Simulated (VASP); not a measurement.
# Si2W (I4/mmm) in VASP: a series of runs

Si2W is run at these levels: PBE; tasks: single point, relaxation of cell and atoms.

Everything below comes from runs of VASP 6.6.1. Logs are shortened: lines on timing, memory, paths and dates and some standing lists are left out, and cuts for length are marked.

**1. The cell of the first run**

It takes space group I4/mmm (No. 139, tetragonal). Conventional cell: a = 3.229 Å, b = 3.229 Å, c = 7.867 Å, α = 90.00°, β = 90.00°, γ = 90.00°. Within 3.5 Å of W (site symmetry 4/mmm) lie 10 Si at 2.63 Å and 4 W at 3.23 Å. Within 3.4 Å of Si (site symmetry 4mm) lie 9 Si at 2.60 to 3.23 Å and 5 W at 2.63 Å.

**2. Single point, PBE**

File INCAR:

```
PREC     = Accurate       # precision mode
ENCUT    = 520            # plane-wave cutoff, eV
EDIFF    = 1E-7           # SCF threshold, eV
ISMEAR   = 0              # smearing method
SIGMA    = 0.05           # smearing width, eV
LREAL    = False          # projectors in reciprocal space
LASPH    = True           # aspherical terms in the spheres
NELM     = 100            # most SCF steps
ALGO     = Normal         # electronic algorithm
ISIF     = 2              # what is computed and relaxed
LWAVE    = False          # write WAVECAR
LCHARG   = False          # write CHGCAR
GGA      = PE             # functional
NBANDS   = 18             # bands
```

File KPOINTS:

```
Automatic mesh
0
Gamma
  18 18 18
```

File POSCAR:

```
Si2W
1.0
   -1.6145077757      1.6145077757      3.9336747082
    1.6145077757     -1.6145077757      3.9336747082
    1.6145077757      1.6145077757     -3.9336747082
W Si
1 2
Direct
    0.0000000000      0.0000000000      0.0000000000
    0.3345647178      0.3345647178      0.0000000000
    0.6654352822      0.6654352822      0.0000000000
```

Potentials or basis: VASP PAW PBE potentials, release 64 (W_sv, Si).

Command:

```
$ cat potpaw_PBE.64/W_sv/POTCAR potpaw_PBE.64/Si/POTCAR > POTCAR
$ mpirun -np 1 vasp_std > vasp.out
```

OUTCAR:

```text
PREC = Accurate
   ENCUT = 520
   EDIFF = 1E-7
   ISMEAR = 0
   LREAL = False
   LASPH = True
   NELM = 100
   ISIF = 2
   GGA = PE

 ion  position               nearest neighbor table
   1  0.000  0.000  0.000-   3 2.63   3 2.63   3 2.63   2 2.63   3 2.63   2 2.63   2 2.63   2 2.63
                             2 2.63   3 2.63
   2  0.335  0.335  0.000-   3 2.60   1 2.63   1 2.63   1 2.63   1 2.63   1 2.63   3 2.64   3 2.64
                             3 2.64   3 2.64
   3  0.665  0.665  0.000-   2 2.60   1 2.63   1 2.63   1 2.63   1 2.63   1 2.63   2 2.64   2 2.64
                             2 2.64   2 2.64

  LATTYP: Found a body centered tetragonal cell.
 ALAT       =     3.2290155514
 C/A-ratio  =     2.4364544832

  Lattice vectors:

 A1 = (  -1.6145077757,   1.6145077757,   3.9336747082)
 A2 = (   1.6145077757,  -1.6145077757,   3.9336747082)
 A3 = (   1.6145077757,   1.6145077757,  -3.9336747082)

Analysis of symmetry for initial positions (statically):
=====================================================================
 Subroutine PRICEL returns:
 Original cell was already a primitive cell.

 Routine SETGRP: Setting up the symmetry group for a
 body centered tetragonal supercell.

 Subroutine GETGRP returns: Found 16 space group operations
 (whereof 16 operations were pure point group operations)
 out of a pool of 16 trial point group operations.

The static configuration has the point symmetry D_4h.

Analysis of symmetry for dynamics (positions and initial velocities):
=====================================================================
 Subroutine PRICEL returns:
 Original cell was already a primitive cell.

 Routine SETGRP: Setting up the symmetry group for a
 body centered tetragonal supercell.

 Subroutine GETGRP returns: Found 16 space group operations
 (whereof 16 operations were pure point group operations)
 out of a pool of 16 trial point group operations.

The dynamic configuration has the point symmetry D_4h.

 Subroutine INISYM returns: Found 16 space group operations
 (whereof 16 operations are pure point group operations),
 and found     1 'primitive' translations

----------------------------------------------------------------------------------------

                                     Primitive cell

  volume of cell :      41.0146

  direct lattice vectors                    reciprocal lattice vectors
    -1.614507776  1.614507776  3.933674708     0.000000000  0.309691912  0.127107612
     1.614507776 -1.614507776  3.933674708     0.309691912  0.000000000  0.127107612
     1.614507776  1.614507776 -3.933674708     0.309691912  0.309691912  0.000000000

  length of vectors
     4.548303797  4.548303797  4.548303797     0.334761744  0.334761744  0.437970502

  position of ions in fractional coordinates (direct lattice)
     0.000000000  0.000000000  0.000000000
     0.334564718  0.334564718  0.000000000
     0.665435282  0.665435282  0.000000000

  ion indices of the primitive-cell ions
   primitive index   ion index
                 1           1
                 2           2
                 3           3

----------------------------------------------------------------------------------------

 KPOINTS: Automatic mesh

Automatic generation of k-mesh.
 Grid dimensions read from file:
 generate k-points for:   18   18   18

 Generating k-lattice:

  Cartesian coordinates                     Fractional coordinates (reciprocal lattice)
     0.000000000  0.017205106  0.007061534     0.055555556 -0.000000000  0.000000000
     0.017205106  0.000000000  0.007061534    -0.000000000  0.055555556  0.000000000
     0.017205106  0.017205106  0.000000000     0.000000000  0.000000000  0.055555556

  Length of vectors
     0.018597875  0.018597875  0.024331695

  Shift w.r.t. Gamma in fractional coordinates (k-lattice)
     0.000000000  0.000000000  0.000000000

 Subroutine IBZKPT returns following result:
 ===========================================

 Found    480 irreducible k-points:

 Following reciprocal coordinates:
            Coordinates               Weight
  0.000000  0.000000  0.000000      1.000000
  0.055556 -0.000000  0.000000      8.000000
  0.111111 -0.000000  0.000000      8.000000
  0.166667 -0.000000  0.000000      8.000000
  0.222222  0.000000 -0.000000      8.000000
  0.277778 -0.000000  0.000000      8.000000
[... 16 lines left out ...]
 -0.277778  0.055556  0.000000     16.000000
 -0.222222  0.055556  0.000000     16.000000
 [... further k-points ...]
   k-points           NKPTS =    480   k-points in BZ     NKDIM =    480   number of bands    NBANDS=     18
   number of dos      NEDOS =    301   number of ions     NIONS =      3
   total plane-waves  NPLWV =  46656
   dimension x,y,z NGX =    36 NGY =   36 NGZ =   36
   dimension x,y,z NGXF=    72 NGYF=   72 NGZF=   72
   ions per type =               1   2
   NGX,Y,Z   is equivalent  to a cutoff of  13.16, 13.16, 13.16 a.u.
   NGXF,Y,Z  is equivalent  to a cutoff of  26.32, 26.32, 26.32 a.u.
 SYSTEM =  unknown system
   PREC   = accura    normal or accurate (medium, high low for compatibility)
   ISTART =      0    job   : 0-new  1-cont  2-samecut
   ICHARG =      2    charge: 1-file 2-atom 10-const
   ISPIN  =      1    spin polarized calculation?
   LNONCOLLINEAR =      F non collinear calculations
   LSORBIT =      F    spin-orbit coupling
   LASPH  =      T    aspherical Exc in radial PAW
   ENCUT  =  520.0 eV  38.22 Ry    6.18 a.u.   8.46  8.46  8.46*2*pi/ulx,y,z
   NELM   =    100;   NELMIN=  2; NELMDL= -5     # of ELM steps
   EDIFF  = 0.1E-06   stopping-criterion for ELM
   LREAL  =      F    real-space projection
   EDIFFG = 0.1E-05   stopping-criterion for IOM
   NSW    =      0    number of steps for IOM
   IBRION =     -1    ionic relax: 0-MD 1-quasi-New 2-CG
   NFREE  =      0    steps in history (QN), initial steepest desc. (CG)
   ISIF   =      2    stress and relaxation
   ISYM   =      2    0-nonsym 1-usesym 2-fastsym
   POTIM  = 0.5000    time-step for ionic-motion
   TEBEG  =    0.0;   TEEND  =   0.0 temperature during run
   PSTRESS=    0.0 pullay stress
   NELECT =      22.0000    total number of electrons
   NUPDOWN=      -1.0000    fix difference up-down
   EMIN   =  10.00;   EMAX   =-10.00  energy-range for DOS
   EFERMI =   0.00;   METHOD = LEGACY
   ISMEAR =     0;   SIGMA  =   0.05  broadening in eV -4-tet -1-fermi 0-gaus
   EFERMI_NEDOS =   21; number of points for ismear=-14 and -15
   IALGO  =     38    algorithm
   IMIX   =      4    mixing-type and parameters
     AMIX     =   0.40;   BMIX     =  1.00
     AMIX_MAG =   1.60;   BMIX_MAG =  1.00
  volume/ion in A,a.u.               =      13.67        92.26
  Fermi-wavevector in a.u.,A,eV,Ry     =   1.330157  2.513632 24.073019  1.769317
  Thomas-Fermi vector in A             =   2.459265
   LORBIT       =      0    0 simple, 1 ext, 2 COOP (PROOUT), +10 PAW based schemes
   GGA     = PE    functional components
   LHFCALC =     F    Hartree Fock is set to
   AEXX    =    0.0000 exact exchange contribution
   IVDW    =     0    specifies the selected vdW correction
   LEPSILON=     F    determine dielectric tensor
   LRPA    =     F    only Hartree local field effects (RPA)
 non-spin polarized calculation
 Gauss-broadening in eV      SIGMA  =   0.05
  energy-cutoff  :      520.00
  volume of cell :       41.01
 maximum number of plane-waves:      1134
 NGX is ok and might be reduce to    36
   NGX = 17   NGY = 17   NGZ = 17

 number of electron      22.0000000 magnetization

 Free energy of the ion-electron system (eV)
  ---------------------------------------------------
  ext. energy  EPLUGINS =         0.00000000
  ---------------------------------------------------
  free energy    TOTEN  =       -24.81542357 eV

  energy without entropy =      -24.81524332  energy(sigma->0) =      -24.81533344

 E-fermi :  11.7672     XC(G=0): -12.4609

 val. band max:       11.7382568784   @ k =  -0.3889   0.5000   0.3333
 cond. band min:      11.7955665182   @ k =  -0.3889  -0.4444   0.3889
 fundamental gap:      0.0573096398
 Fermi energy:        11.7672128066

 k-point     1 :       0.0000    0.0000    0.0000
  band No.  band energies     occupation
      1     -62.1272      2.00000
      2     -26.3740      2.00000
      3     -26.3607      2.00000
      4     -26.3607      2.00000
      5      -2.2032      2.00000
      6       4.9983      2.00000
[... 10 lines left out ...]
     17      17.3547      0.00000
     18      17.3547      0.00000

 k-point     2 :       0.0556   -0.0000    0.0000
  band No.  band energies     occupation
      1     -62.1270      2.00000
      2     -26.3735      2.00000
      3     -26.3670      2.00000
      4     -26.3601      2.00000
      5      -2.1449      2.00000
      6       5.0015      2.00000
[... 10 lines left out ...]
     17      17.3586      0.00000
     18      17.5813      0.00000

 k-point     3 :       0.1111   -0.0000    0.0000
  band No.  band energies     occupation
      1     -62.1264      2.00000
      2     -26.3850      2.00000
      3     -26.3721      2.00000
      4     -26.3585      2.00000
      5      -1.9713      2.00000
      6       5.0015      2.00000
[... 10 lines left out ...]
     17      17.4137      0.00000
     18      18.1365      0.00000

 k-point     4 :       0.1667   -0.0000    0.0000
  band No.  band energies     occupation
      1     -62.1255      2.00000
      2     -26.4126      2.00000
      3     -26.3701      2.00000
      4     -26.3560      2.00000
      5      -1.6861      2.00000
      6       4.9642      2.00000
[... 10 lines left out ...]
     17      17.6924      0.00000
     18      18.9052      0.00000

 k-point     5 :       0.2222    0.0000   -0.0000
  band No.  band energies     occupation
      1     -62.1244      2.00000
      2     -26.4461      2.00000
      3     -26.3675      2.00000
      4     -26.3529      2.00000
      5      -1.2955      2.00000
      6       4.8195      2.00000
[... 10 lines left out ...]
     17      18.2945      0.00000
     18      19.8318      0.00000

 k-point     6 :       0.2778   -0.0000    0.0000
  band No.  band energies     occupation
      1     -62.1231      2.00000
      2     -26.4816      2.00000
      3     -26.3648      2.00000
      4     -26.3496      2.00000
      5      -0.8077      2.00000
      6       4.4881      2.00000
[... 10 lines left out ...]
     17      18.8461      0.00000
     18      20.4824      0.00000

 k-point     7 :       0.3333   -0.0000    0.0000
  band No.  band energies     occupation
      1     -62.1220      2.00000
      2     -26.5148      2.00000
      3     -26.3622      2.00000
      4     -26.3466      2.00000
      5      -0.2334      2.00000
      6       3.9697      2.00000
[... 10 lines left out ...]
     17      18.8442      0.00000
     18      20.4218      0.00000

 k-point     8 :       0.3889   -0.0000    0.0000
  band No.  band energies     occupation
      1     -62.1210      2.00000
      2     -26.5416      2.00000
      3     -26.3602      2.00000
      4     -26.3440      2.00000
      5       0.4138      2.00000
      6       3.3251      2.00000
[... 10 lines left out ...]
     17      18.5959      0.00000
     18      19.4001      0.00000
[... 229 lines left out ...]
     17      18.5470      0.00000
     18      18.6824      0.00000

 k-point    20 :      -0.4444    0.0556    0.0000
  band No.  band energies     occupation
      1     -62.1202      2.00000
      2     -26.5582      2.00000
      3     -26.3579      2.00000
      4     -26.3483      2.00000
      5       1.0623      2.00000
      6       2.7256      2.00000
[... 10 lines left out ...]
     17      18.6505      0.00000
     18      19.1892      0.00000

 k-point    21 :      -0.3889    0.0556   -0.0000
  band No.  band energies     occupation
      1     -62.1208      2.00000
      2     -26.5408      2.00000
      3     -26.3591      2.00000
      4     -26.3500      2.00000
      5       0.3650      2.00000
      6       3.4438      2.00000
[... 10 lines left out ...]
     17      18.8095      0.00000
     18      20.0841      0.00000

 k-point    22 :      -0.3333    0.0556   -0.0000
  band No.  band energies     occupation
      1     -62.1218      2.00000
      2     -26.5139      2.00000
      3     -26.3611      2.00000
      4     -26.3525      2.00000
      5      -0.2726      2.00000
      6       4.1172      2.00000
[... 10 lines left out ...]
     17      18.9671      0.00000
     18      19.8992      0.00000

 k-point    23 :      -0.2778    0.0556    0.0000
  band No.  band energies     occupation
      1     -62.1229      2.00000
      2     -26.4808      2.00000
      3     -26.3636      2.00000
      4     -26.3557      2.00000
      5      -0.8339      2.00000
      6       4.7015      2.00000
[... 10 lines left out ...]
     17      18.6500      0.00000
     18      19.7636      0.00000

 k-point    24 :      -0.2222    0.0556    0.0000
  band No.  band energies     occupation
      1     -62.1242      2.00000
      2     -26.4454      2.00000
      3     -26.3663      2.00000
      4     -26.3590      2.00000
      5      -1.3066      2.00000
      6       5.0924      2.00000
[... 10 lines left out ...]
     17      17.9603      0.00000
     18      19.8896      0.00000

 [... further k-points ...]
[... 5 lines left out ...]
  --------------------------------------------------------------------------------------
  -------------------------------------------------------------------------------------
  Total        0.0301743      0.0301743      0.0092882      0.0000000      0.0000000      0.0000000
  in kB        1.1787167      1.1787167      0.3628321      0.0000000      0.0000000      0.0000000
  external PRESSURE =       0.9067552 kB  Pullay stress =       0.0000000 kB

 VOLUME and BASIS-vectors are now :
 -----------------------------------------------------------------------------
  energy-cutoff  :      520.00
  volume of cell :       41.01
      direct lattice vectors                 reciprocal lattice vectors
    -1.614507776  1.614507776  3.933674708     0.000000000  0.309691912  0.127107612
     1.614507776 -1.614507776  3.933674708     0.309691912  0.000000000  0.127107612
     1.614507776  1.614507776 -3.933674708     0.309691912  0.309691912  0.000000000

 POSITION                                       TOTAL-FORCE (eV/Angst)
 -----------------------------------------------------------------------------------
      0.00000      0.00000      0.00000         0.000000      0.000000      0.000000
      0.00000      0.00000      2.63214         0.000000      0.000000     -0.002551
      0.00000      0.00000      5.23521        -0.000000     -0.000000      0.002551
 -----------------------------------------------------------------------------------
    total drift:                                0.000000      0.000000     -0.000000

  FREE ENERGIE OF THE ION-ELECTRON SYSTEM (eV)
  ---------------------------------------------------
  free  energy   TOTEN  =       -24.8154235666 eV

  energy  without entropy=      -24.8152433169  energy(sigma->0) =      -24.81533344
```

Run time: 6.2 min. Hardware: 1 thread of AMD EPYC 9R14 (Zen 4), shared host; peak memory 0.44 GiB.

Results:

```
Free energy            : -24.8154 eV
Pressure               : 0.1 GPa
Band gap on the k mesh : zero (band 11 reaches 12.49 eV, above the bottom of band 12 at 11.24 eV)
```

Forces on the atoms (eV/Å):
```
W    0.000  0.000  0.000
Si   0.000  0.000 -0.003
Si   0.000  0.000  0.003
```

Caveat: spin-orbit coupling is left out, which moves the levels of the heavy elements.

**3. Relaxation of cell and atoms, PBE**

This run uses another cell than the first one, of 13.48 Å³/atom, 0.986 times its volume.

File INCAR:

```
SYSTEM = Si2W
PREC     = Accurate       ! precision mode
ENCUT    = 600            ! plane-wave cutoff, eV
EDIFF    = 1E-6           ! SCF threshold, eV
ISMEAR   = 0              ! smearing method
SIGMA    = 0.05           ! smearing width, eV
LREAL    = .FALSE.        ! projectors in reciprocal space
LASPH    = .TRUE.         ! aspherical terms in the spheres
NELM     = 100            ! most SCF steps
ALGO     = Normal         ! electronic algorithm
ISIF     = 3              ! what is computed and relaxed
LWAVE    = .FALSE.        ! write WAVECAR
LCHARG   = .FALSE.        ! write CHGCAR
GGA      = PE             ! functional
IBRION   = 2              ! ionic algorithm
NSW      = 80             ! ionic steps
EDIFFG   = -0.003         ! ionic threshold
```

File KPOINTS:

```
Automatic mesh
0
G
  18 18 18
  0 0 0
```

File POSCAR:

```
Si2W
1.0
   -1.6069750000      1.6069750000      3.9156400000
    1.6069750000     -1.6069750000      3.9156400000
    1.6069750000      1.6069750000     -3.9156400000
W Si
1 2
Direct
    0.0000000000      0.0000000000      0.0000000000
    0.3324700000      0.3324700000      0.0000000000
    0.6675300000      0.6675300000      0.0000000000
```

Potentials or basis: VASP PAW PBE potentials, release 64 (W_sv, Si).

Command:

```
$ cat potpaw_PBE.64/W_sv/POTCAR potpaw_PBE.64/Si/POTCAR > POTCAR
$ mpirun -np 1 vasp_std > vasp.out
```

Wall time 26 min (1 thread of AMD EPYC 9R14 (Zen 4), shared host); peak memory 0.48 GiB.

It converged, with:

* Free energy: -24.8156 eV
* Relaxed volume: 13.68 Å³/atom
* Relaxed cell: a = 4.549 Å, b = 4.549 Å, c = 4.549 Å, α = 138.41°, β = 138.41°, γ = 60.28°
* Space group after relaxing (to 0.05 Å): I4/mmm (No. 139)
* Energy gained by relaxing: 3.4 meV/atom
* Ionic steps: 13
* Pressure after relaxing: 0.0 GPa
* Band gap on the k mesh: zero (band 11 reaches 12.48 eV, above the bottom of band 12 at 11.23 eV)

Step by step:
| step | energy change (eV) | largest force (eV/Å) | pressure (GPa) | volume (Å³) |
| --- | --- | --- | --- | --- |
| 1 | 0.0000 | 0.3013 | 2.99 | 40.45 |
| 2 | 0.0034 | 0.0918 | -4.63 | 41.94 |
| 3 | -0.0082 | 0.1992 | -0.63 | 41.12 |
| 4 | -0.0103 | 0.0171 | 0.06 | 41.03 |
| 5 | -0.0103 | 0.0028 | 0.00 | 41.04 |
| 6 | -0.0103 | 0.0067 | -0.01 | 41.04 |
| 7 | -0.0103 | 0.0024 | -0.01 | 41.04 |
| 8 | -0.0103 | 0.0037 | -0.01 | 41.04 |
| 9 | -0.0103 | 0.0038 | -0.01 | 41.04 |
| 10 | -0.0103 | 0.0054 | -0.01 | 41.04 |
| 11 | -0.0103 | 0.0041 | -0.01 | 41.04 |
| 12 | -0.0103 | 0.0041 | -0.01 | 41.04 |
| 13 | -0.0103 | 0.0009 | 0.00 | 41.03 |

Final structure:
```
W Si
1.0
    -1.61488    1.61488    3.93362
     1.61488   -1.61488    3.93362
     1.61488    1.61488   -3.93362
W Si
1 2
Cartesian
  0.0000 0.0000 0.0000
  0.0000 0.0000 2.6320
  0.0000 0.0000 5.2353
```

Levels at points of the mesh, in eV from the Fermi level:
```
           k point  band 8  band 9  band 10  band 11  band 12  band 13  band 14  band 15
(0.00, 0.00, 0.00)   -3.26   -2.82    -2.82     0.59     2.63     2.97     3.02     3.02
(0.50, 0.00, 0.00)   -4.82   -2.76    -2.72    -0.43     2.64     2.74     3.89     4.30
(0.50, 0.50, 0.00)   -5.51   -4.97    -3.20    -1.76     2.72     2.90     3.05     3.84
(0.50, 0.50, 0.50)   -2.55   -0.86    -0.86    -0.50    -0.50     0.77     4.43     4.71
```

Caveat: spin-orbit coupling is left out, which moves the levels of the heavy elements.
